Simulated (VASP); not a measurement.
Wanted: the native input for a VASP 6.6.1 run.

```yaml
Task: single point
Functional: r2SCAN
Potentials_or_basis: VASP PAW PBE potentials, release 64 (Rb_sv)
Cutoff: 520 eV
k_mesh: 8 × 8 × 8
Occupations: gaussian, width 0.1 eV
Spin: no spin polarisation
Dipole_correction: no
Further_INCAR_settings: ALGO = Normal; EDIFF = 1e-06; NBANDS = 16
```

The system is Rb.

```
Rb
1.0
     6.08629    0.00000    0.00000
     0.00000    6.08629    0.00000
     0.00000    0.00000    5.36338
Rb
2
Cartesian
  0.0000 0.0000 0.0000
  3.0431 3.0431 2.6817
```

This cell differs from its parent crystal: biaxial strain in the a-b plane: +3.0 %.

One way to write it, as run:

POSCAR

```
Rb
1.0
    6.0862944347      0.0000000000      0.0000000000
    0.0000000000      6.0862944347      0.0000000000
    0.0000000000      0.0000000000      5.3633799640
Rb
2
Direct
    0.0000000000      0.0000000000      0.0000000000
    0.5000000000      0.5000000000      0.5000000000
```

INCAR.step1

```
SYSTEM = Rb
PREC = Accurate ; ENCUT = 520
ISMEAR = 0 ; SIGMA = 0.1
LREAL = .False. ; LASPH = .True.
NELM = 80 ; NBANDS = 16
GGA = PE ; ALGO = Normal
EDIFF = 1E-4 ; LWAVE = .True.
LCHARG = .False.
```

INCAR.step2

```
SYSTEM = Rb
PREC = Accurate ; ENCUT = 520
EDIFF = 1E-6 ; ISMEAR = 0
SIGMA = 0.1 ; LREAL = .False.
LASPH = .True. ; NELM = 80
ALGO = Normal ; ISIF = 2
LWAVE = .False. ; LCHARG = .True.
METAGGA = R2SCAN ; LMIXTAU = .True.
LELF = .True. ; LVHAR = .True.
NBANDS = 16 ; ISTART = 1
```

KPOINTS

```
regular mesh
0
Gamma
  8 8 8
  0 0 0
```

Potentials or basis: VASP PAW PBE potentials, release 64 (Rb_sv).

Run with:

```console
$ cat potpaw_PBE.64/Rb_sv/POTCAR > POTCAR
$ cp INCAR.step1 INCAR
$ mpirun -np 1 vasp_std > vasp.out
$ cp INCAR.step2 INCAR
$ mpirun -np 1 vasp_std > vasp.out
```

Results of the run:

| Quantity | Value |
| --- | --- |
| Pressure | -0.1 GPa |
| Band gap on the k mesh | zero (bands 9 and 10 overlap by 2.03 eV) |

Caveat: the cell differs from its parent crystal (biaxial strain in the a-b plane: +3.0 %); the PAW data sets were made with another functional, which shifts forces and pressure a little.

Wall time 5.2 min on 1 thread of Intel(R) Xeon(R) 6975P-C (Granite Rapids), on a shared host, peak memory 0.44 GiB.
